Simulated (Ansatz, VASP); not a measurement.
# One calculation of Ni, two programs

The input INCAR:

```
  PREC = Accurate
  ENCUT = 520
  EDIFF = 1E-6
  ISMEAR = 0
  SIGMA = 0.015
  LREAL = F
  LASPH = T
  NELM = 150
  ALGO = Normal
  ISIF = 2
  LWAVE = F
  LCHARG = F
  ISPIN = 2
  MAGMOM = 1
  LORBIT = 11
  LMAXMIX = 4
  GGA = PE
  NBANDS = 15
```

File KPOINTS:

```
Automatic mesh
0
Gamma
  13 13 13
```

File POSCAR:

```
Ni
1.0
    0.0000000000      1.7375729330      1.7375729330
    1.7375729330      0.0000000000      1.7375729330
    1.7375729330      1.7375729330      0.0000000000
Ni
1
Direct
    0.0000000000      0.0000000000      0.0000000000
```

The input input.yaml:

```yaml
crystal:
  lattice:
    - [0.0, 1.737572933, 1.737572933]
    - [1.737572933, 0.0, 1.737572933]
    - [1.737572933, 1.737572933, 0.0]
  atoms:
    - { symbol: Ni, position: [0.0, 0.0, 0.0], spin: 1.0 }
kpoints:
  mp_grid: { grid: [13, 13, 13] }
scf:
  occupations: { method: gaussian, width: 0.015 }
hamiltonian:
  xc: pbe
  pseudopotentials: { kind: all_electron, lapw: { basis_error: 0.001 } }
magnetization:
  spin_polarized: true
output:
  forces: true
  stress: true
  eigenvalues: true
```

Alike in both runs: task single point; functional PBE; k mesh 13 × 13 × 13; occupations gaussian, width 0.015 eV; collinear spin.

```csv
,VASP,Ansatz
version,VASP 6.6.1,Ansatz 0.2.0
potentials or method,"VASP PAW PBE potentials, release 64 (Ni), cutoff 520 eV","all-electron LAPW, scalar-relativistic"
```

VASP gave:

| Quantity | Value |
| --- | --- |
| gap on the k mesh at the Fermi level (eV) | none |
| pressure (GPa) | 7.7 |
| net moment per atom (μB) | 0.62 |
| size of the moment on the site where the two differ most (μB) | 0.63 |

Question: What did Ansatz give for the same quantities?

Answer: gap on the k mesh at the Fermi level (eV): none; pressure (GPa): 8.0; net moment per atom (μB): 0.64; size of the moment on the site where the two differ most (μB): 0.66.

Site moments also hang on the region over which each program counts them. A gap of «none» marks a metal or a gap that the smearing closes. Ansatz ran all-electron here, and VASP with PAW potentials.
